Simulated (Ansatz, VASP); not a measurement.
One calculation of Te, two programs

```
CELL_PARAMETERS angstrom
3.17277 0.00000 0.00000
0.00000 4.55758 0.00000
0.00000 0.00000 9.05036
ATOMIC_POSITIONS crystal
Te 0.50000 0.54023 0.76053
Te 0.50000 0.45977 0.26053
Te 0.50000 0.98869 0.00947
Te 0.50000 0.01131 0.50947
```

Alike in both runs: functional r2SCAN; k mesh 14 × 10 × 6; occupations gaussian, width 0.1 eV; no spin polarisation.

Ansatz relaxed the structure, and its values are those at the end. VASP's run is a single point on that final structure, the one shown.

|  | VASP | Ansatz |
| --- | --- | --- |
| version | VASP 6.6.1 | Ansatz 0.2.0 |
| potentials or method | VASP PAW PBE potentials, release 64 (Te), cutoff 550 eV | scalar-relativistic, plane waves, PAW |
| valence electrons in the cell | 24 | 64 |

```tsv
	VASP	Ansatz	Ansatz less VASP
gap on the k mesh at the Fermi level (eV)	none	none	-
pressure (GPa)	0.0	0.0	+0.03
```

VASP's potentials were made for PBE, not for r2SCAN. A gap of «none» marks a metal or a gap that the smearing closes. VASP's potentials hold 24 valence electrons a cell and Ansatz's 64, so a difference there can come from the potentials and not from the codes.

Neither program's run includes spin-orbit coupling.
